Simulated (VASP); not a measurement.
# Cs (Im-3m) in VASP: single point with PBE

Aim: the single point of Cs with PBE.

Everything below comes from runs of VASP 6.6.1. Logs are shortened: lines on timing, memory, paths and dates and some standing lists are left out, and cuts for length are marked.

**1. The cell of the first run**

The structure is cubic, space group Im-3m (No. 229). Conventional cell: a = 6.257 Å, b = 6.257 Å, c = 6.257 Å, α = 90.00°, β = 90.00°, γ = 90.00°.

**2. Single point, PBE**

POSCAR reads:

```
Cs
1.0
   -3.1284650614      3.1284650614      3.1284650614
    3.1284650614     -3.1284650614      3.1284650614
    3.1284650614      3.1284650614     -3.1284650614
Cs
1
Direct
    0.0000000000      0.0000000000      0.0000000000
```

INCAR.step1 reads:

```
ALGO = Fast
EDIFF = 1E-6
ENCUT = 520
GGA = PE
ISIF = 2
ISMEAR = 0
LASPH = T
LCHARG = T
LREAL = F
LWAVE = F
NBANDS = 10
NELM = 80
PREC = Accurate
SIGMA = 0.1
```

KPOINTS.step1 reads:

```
k-points
0
Gamma
  4 4 4
```

INCAR.step2 reads:

```
ALGO = Fast
EDIFF = 1E-6
ENCUT = 520
GGA = PE
ICHARG = 11
ISIF = 2
ISMEAR = -5
LASPH = T
LCHARG = F
LORBIT = 11
LREAL = F
LWAVE = F
NBANDS = 10
NEDOS = 1001
NELM = 80
PREC = Accurate
SIGMA = 0.1
```

KPOINTS.step2 reads:

```
k-points
0
Gamma
  6 6 6
```

Potentials or basis: VASP PAW PBE potentials, release 64 (Cs_sv).

Command:

```
cat potpaw_PBE.64/Cs_sv/POTCAR > POTCAR
cp INCAR.step1 INCAR
cp KPOINTS.step1 KPOINTS
mpirun -np 1 vasp_std > vasp.out
cp INCAR.step2 INCAR
cp KPOINTS.step2 KPOINTS
mpirun -np 1 vasp_std > vasp.out
```

OUTCAR:

```text
EDIFF = 1E-6
   ENCUT = 520
   GGA = PE
   ICHARG = 11
   ISIF = 2
   ISMEAR = -5
   LASPH = T
   LORBIT = 11
   LREAL = F
   NELM = 80
   PREC = Accurate

 ion  position               nearest neighbor table
   1  0.000  0.000  0.000-

  LATTYP: Found a body centered cubic cell.
 ALAT       =     6.2569301228

  Lattice vectors:

 A1 = (  -3.1284650614,   3.1284650614,   3.1284650614)
 A2 = (   3.1284650614,  -3.1284650614,   3.1284650614)
 A3 = (   3.1284650614,   3.1284650614,  -3.1284650614)

Analysis of symmetry for initial positions (statically):
=====================================================================
 Subroutine PRICEL returns:
 Original cell was already a primitive cell.

 Routine SETGRP: Setting up the symmetry group for a
 body centered cubic supercell.

 Subroutine GETGRP returns: Found 48 space group operations
 (whereof 48 operations were pure point group operations)
 out of a pool of 48 trial point group operations.

The static configuration has the point symmetry O_h .

Analysis of symmetry for dynamics (positions and initial velocities):
=====================================================================
 Subroutine PRICEL returns:
 Original cell was already a primitive cell.

 Routine SETGRP: Setting up the symmetry group for a
 body centered cubic supercell.

 Subroutine GETGRP returns: Found 48 space group operations
 (whereof 48 operations were pure point group operations)
 out of a pool of 48 trial point group operations.

The dynamic configuration has the point symmetry O_h .

 Subroutine INISYM returns: Found 48 space group operations
 (whereof 48 operations are pure point group operations),
 and found     1 'primitive' translations

----------------------------------------------------------------------------------------

                                     Primitive cell

  volume of cell :     122.4768

  direct lattice vectors                    reciprocal lattice vectors
    -3.128465061  3.128465061  3.128465061     0.000000000  0.159822785  0.159822785
     3.128465061 -3.128465061  3.128465061     0.159822785  0.000000000  0.159822785
     3.128465061  3.128465061 -3.128465061     0.159822785  0.159822785  0.000000000

  length of vectors
     5.418660436  5.418660436  5.418660436     0.226023551  0.226023551  0.226023551

  position of ions in fractional coordinates (direct lattice)
     0.000000000  0.000000000  0.000000000

  ion indices of the primitive-cell ions
   primitive index   ion index
[... 74 lines left out ...]
   POTIM  = 0.5000    time-step for ionic-motion
   TEBEG  =    0.0;   TEEND  =   0.0 temperature during run
   PSTRESS=    0.0 pullay stress
   NELECT =       9.0000    total number of electrons
   NUPDOWN=      -1.0000    fix difference up-down
   EMIN   =  10.00;   EMAX   =-10.00  energy-range for DOS
   EFERMI =   0.00;   METHOD = LEGACY
   ISMEAR =    -5;   SIGMA  =   0.10  broadening in eV -4-tet -1-fermi 0-gaus
   EFERMI_NEDOS =   21; number of points for ismear=-14 and -15
   IALGO  =     68    algorithm
   IMIX   =      4    mixing-type and parameters
     AMIX     =   0.40;   BMIX     =  1.00
     AMIX_MAG =   1.60;   BMIX_MAG =  1.00
  volume/ion in A,a.u.               =     122.48       826.51
  Fermi-wavevector in a.u.,A,eV,Ry     =   0.685706  1.295796  6.397353  0.470192
  Thomas-Fermi vector in A             =   1.765724
   LORBIT       =     11    0 simple, 1 ext, 2 COOP (PROOUT), +10 PAW based schemes
   GGA     = PE    functional components
   LHFCALC =     F    Hartree Fock is set to
   AEXX    =    0.0000 exact exchange contribution
   IVDW    =     0    specifies the selected vdW correction
   LEPSILON=     F    determine dielectric tensor
   LRPA    =     F    only Hartree local field effects (RPA)
 non-spin polarized calculation
 RMM-DIIS sequential band-by-band and
 Fermi weights with tetrahedron method with Bloechl corrections
  energy-cutoff  :      520.00
  volume of cell :      122.48
 maximum number of plane-waves:      3322

 number of electron       8.9999999 magnetization

 Free energy of the ion-electron system (eV)
  ---------------------------------------------------
  ext. energy  EPLUGINS =         0.00000000
  ---------------------------------------------------
  free energy    TOTEN  =        -0.85272935 eV

  energy without entropy =       -0.85272935  energy(sigma->0) =       -0.85272935

 E-fermi :   0.3199     XC(G=0):  -5.2509

 val. band max:        0.1833700682   @ k =   0.1667   0.1667   0.1667
 cond. band min:       0.3255535774   @ k =   0.3333   0.1667   0.0000
 fundamental gap:      0.1421835093
 Fermi energy:         0.3198722494

 k-point     1 :       0.0000    0.0000    0.0000
  band No.  band energies     occupation
      1     -23.5899      2.00000
      2     -10.3418      2.00000
      3     -10.3418      2.00000
      4     -10.3418      2.00000
      5      -1.3121      2.00000
      6       2.7566      0.00000
      7       2.7566      0.00000
      8       2.7566      0.00000
      9       3.5708      0.00000
     10       3.5708      0.00000
[... 183 lines left out ...]
 k-point    16 :       0.5000    0.5000    0.5000
  band No.  band energies     occupation
      1     -23.5811      2.00000
      2     -10.4211      2.00000
      3     -10.4211      2.00000
      4     -10.4211      2.00000
      5       1.0013      0.00000
      6       1.0013      0.00000
      7       3.1585      0.00000
      8       3.1585      0.00000
      9       3.1585      0.00000
     10       4.4559      0.00000

------------------------ aborting loop because EDIFF is reached ----------------------------------------

  FORCE on cell =-STRESS in cart. coord.  units (eV):
  Direction    XX          YY          ZZ          XY          YZ          ZX
  --------------------------------------------------------------------------------------
  -------------------------------------------------------------------------------------
  Total       -0.0945826     -0.0945826     -0.0945826     -0.0000000     -0.0000000      0.0000000
  in kB       -1.2372804     -1.2372804     -1.2372804     -0.0000000     -0.0000000      0.0000000
  external PRESSURE =      -1.2372804 kB  Pullay stress =       0.0000000 kB

 VOLUME and BASIS-vectors are now :
 -----------------------------------------------------------------------------
  energy-cutoff  :      520.00
  volume of cell :      122.48
      direct lattice vectors                 reciprocal lattice vectors
    -3.128465061  3.128465061  3.128465061     0.000000000  0.159822785  0.159822785
     3.128465061 -3.128465061  3.128465061     0.159822785  0.000000000  0.159822785
     3.128465061  3.128465061 -3.128465061     0.159822785  0.159822785  0.000000000

 POSITION                                       TOTAL-FORCE (eV/Angst)
 -----------------------------------------------------------------------------------
      0.00000      0.00000      0.00000        -0.000000     -0.000000      0.000000
 -----------------------------------------------------------------------------------
    total drift:                               -0.000000     -0.000000     -0.000000

  FREE ENERGIE OF THE ION-ELECTRON SYSTEM (eV)
  ---------------------------------------------------
  free  energy   TOTEN  =        -0.8527293485 eV

  energy  without entropy=       -0.8527293485  energy(sigma->0) =       -0.85272935

 total charge

# of ion       s       p       d       tot
------------------------------------------
    1        1.853   4.682   0.008   6.543
```

OUTCAR.step1:

```text
EDIFF = 1E-6
   ENCUT = 520
   GGA = PE
   ISIF = 2
   ISMEAR = 0
[... 302 lines left out ...]

 POSITION                                       TOTAL-FORCE (eV/Angst)
 -----------------------------------------------------------------------------------
      0.00000      0.00000      0.00000        -0.000000     -0.000000      0.000000
 -----------------------------------------------------------------------------------
    total drift:                               -0.000000     -0.000000     -0.000000

  FREE ENERGIE OF THE ION-ELECTRON SYSTEM (eV)
  ---------------------------------------------------
  free  energy   TOTEN  =        -0.8085589673 eV

  energy  without entropy=       -0.7833073791  energy(sigma->0) =       -0.79593317
```

It took 29 s on 1 thread of Intel Xeon 8259CL, shared host; peak memory 0.22 GiB.

Results:

- Valence electrons inside the program's atomic spheres: Cs 6.54

Levels at points of the mesh, in eV from the Fermi level:
```csv
k point,band 1,band 2,band 3,band 4,band 5,band 6,band 7,band 8
"(0.00, 0.00, 0.00)",-23.91,-10.66,-10.66,-10.66,-1.63,2.44,2.44,2.44
"(0.50, 0.00, 0.00)",-23.90,-10.77,-10.70,-10.66,0.04,0.79,1.63,3.07
"(0.50, 0.50, 0.50)",-23.90,-10.74,-10.74,-10.74,0.68,0.68,2.84,2.84
```

Caveat: spin-orbit coupling is left out, which moves the levels of the heavy elements.
